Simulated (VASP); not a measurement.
Wanted: the native input for a VASP 6.6.1 run.

```yaml
Task: single point
Functional: LDA
Potentials_or_basis: VASP PAW LDA potentials, release 64 (Ge_d, Sb, Te)
Cutoff: 520 eV
k_mesh: 10 × 10 × 4
Occupations: gaussian, width 0.05 eV
Spin: no spin polarisation
Dipole_correction: no
Further_INCAR_settings: ALGO = Normal; EDIFF = 1e-06; NBANDS = 44
```

The structure of Ge2Sb2Te5 lies in POSCAR:

```
Ge2Sb2Te5
1.0
    4.1753194017      0.0000000000      0.0000000000
   -2.0876597008      3.6159326708      0.0000000000
    0.0000000000      0.0000000000     16.9025659873
Ge Sb Te
2 2 5
Direct
    0.0000000000      0.0000000000      0.3390443950
    0.0000000000      0.0000000000      0.6609556050
    0.3333333333      0.6666666667      0.1173667629
    0.6666666667      0.3333333333      0.8826332371
    0.0000000000      0.0000000000      0.0000000000
    0.3333333333      0.6666666667      0.7795982777
    0.6666666667      0.3333333333      0.2204017223
    0.3333333333      0.6666666667      0.4221011146
    0.6666666667      0.3333333333      0.5778988854
```

These files were run (other wordings do the same):

INCAR

```
SYSTEM = Ge2Sb2Te5
  PREC = Accurate
  ENCUT = 520
  EDIFF = 1E-6
  ISMEAR = 0
  SIGMA = 0.05
  LREAL = .FALSE.
  LASPH = .TRUE.
  NELM = 80
  ALGO = Normal
  ISIF = 2
  LWAVE = .FALSE.
  LCHARG = .FALSE.
  GGA = CA
  NBANDS = 44
```

KPOINTS

```
Automatic mesh
0
G
  10 10 4
  0 0 0
```

Potentials or basis: VASP PAW LDA potentials, release 64 (Ge_d, Sb, Te).

Run with:

```sh
$ cat potpaw_LDA.64/Ge_d/POTCAR potpaw_LDA.64/Sb/POTCAR potpaw_LDA.64/Te/POTCAR > POTCAR
$ mpirun -np 1 vasp_std > vasp.out
```

It gave:

```yaml
Pressure: 0.2 GPa
Largest_force: 0.046 eV/Å
Band_gap_on_the_k_mesh: zero (bands 34 and 35 overlap by 0.12 eV)
```

Caveat: spin-orbit coupling is left out, which moves the levels of the heavy elements.

It took 16 min on 1 thread of Intel(R) Xeon(R) Platinum 8488C (Sapphire Rapids), with other jobs on the host, peak memory 0.61 GiB.
